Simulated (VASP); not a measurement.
LuSb:

```
CELL_PARAMETERS angstrom
0.00000 3.06500 3.06500
3.06500 0.00000 3.06500
3.06500 3.06500 0.00000
ATOMIC_POSITIONS crystal
Lu 0.00000 0.00000 0.00000
Sb 0.50000 0.50000 0.50000
```

```yaml
Program: VASP 6.6.1
Task: relaxation of cell and atoms
Functional: LDA
Potentials_or_basis: VASP PAW PBE potentials, release 64 (Lu, Sb_d_GW)
Cutoff: 500 eV
k_mesh: 6 × 6 × 6
Occupations: fermi-dirac, width 0.05 eV
Spin: no spin polarisation
```

At the start: pressure -5.7 GPa; volume 28.79 Å³/atom.

Question: How do energy, volume and symmetry change on relaxing?

Answer: Over 3 steps the energy falls by 51.2 meV/atom and the volume is 26.15 Å³/atom (-9.2 %); space group Fm-3m (No. 225, to 0.1 Å) before and after.

The path:
```tsv
step	energy change (eV)	largest force (eV/Å)	pressure (GPa)	volume (Å³)
1	0.0000	0.0000	-5.68	57.59
2	-0.0649	0.0000	4.43	49.49
3	-0.1024	0.0000	-0.03	52.31
```

Final structure:
```
Lu Sb
1.0
     0.00000    2.96834    2.96834
     2.96834    0.00000    2.96834
     2.96834    2.96834    0.00000
Lu Sb
1 1
Cartesian
  0.0000 0.0000 0.0000
  2.9683 2.9683 2.9683
```

Caveat: the PAW data sets were made with another functional, which shifts forces and pressure a little.
